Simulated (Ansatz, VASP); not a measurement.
Zn3SeS2 in VASP and in Ansatz

```
Zn Se S
1.0
     3.91728    0.00000    0.00000
    -1.95864    3.39246    0.00000
     0.00000    0.00000    9.59962
Zn Se S
3 1 2
Direct
  0.00000 0.00000 0.00959
  0.66667 0.33333 0.33349
  0.33333 0.66667 0.65651
  0.00000 0.00000 0.75144
  0.66667 0.33333 0.08742
  0.33333 0.66667 0.41156
```

Alike in both runs: functional PBE; k mesh 6 × 6 × 2; occupations gaussian, width 0.1 eV; no spin polarisation.

Ansatz relaxed the structure, and its values are those at the end. VASP's run is a single point on that final structure, the one shown.

```csv
,VASP,Ansatz
version,VASP 6.6.1,Ansatz 0.2.0
potentials or method,"VASP PAW PBE potentials, release 64 (Zn, Se, S), cutoff 520 eV","scalar-relativistic, plane waves, PAW"
valence electrons in the cell,54,64
```

```csv
,VASP,Ansatz,Ansatz less VASP
gap on the k mesh at the Fermi level (eV),1.43,1.43,0.000
least direct gap on the mesh (eV),1.43,1.43,0.000
pressure (GPa),0.2,0.0,-0.17
rms of the force components (eV/Å),0.004,0.002,-0.0010
```

VASP's potentials hold 54 valence electrons a cell and Ansatz's 64, so a difference there can come from the potentials and not from the codes.
